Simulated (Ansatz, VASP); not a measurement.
## Ga3N in VASP and in Ansatz

```
CELL_PARAMETERS angstrom
4.12618 0.00000 0.00000
0.00000 4.12618 0.00000
0.00000 0.00000 14.00000
ATOMIC_POSITIONS crystal
Ga 0.00000 0.50000 0.50000
Ga 0.50000 0.00000 0.50000
Ga 0.50000 0.50000 0.50000
N 0.00000 0.00000 0.50000
```

Alike in both runs: task single point; functional PBE; k mesh 4 × 4 × 1; occupations gaussian, width 0.1 eV; collinear spin.

|  | VASP | Ansatz |
| --- | --- | --- |
| version | VASP 6.6.1 | Ansatz 0.2.0 |
| potentials or method | VASP PAW PBE potentials, release 64 (Ga_d, N), cutoff 520 eV | scalar-relativistic, plane waves, PAW |
| valence electrons in the cell | 44 | 44 |

Ansatz gave:

* gap on the k mesh at the Fermi level (eV): none
* net moment per atom (μB): 0.16
* size of the moment on the site where the two differ most (μB): 0.03

Question: Which values does VASP return?

Answer: gap on the k mesh at the Fermi level (eV): none; net moment per atom (μB): 0.16; size of the moment on the site where the two differ most (μB): 0.09.

Site moments also hang on the region over which each program counts them. A gap of «none» marks a metal or a gap that the smearing closes. The functional is the same, so the differences come from potentials, cutoffs and numerics. Ansatz's warnings: slab cell height set.

The k mesh is coarse, so the values compare programs but aren't converged.
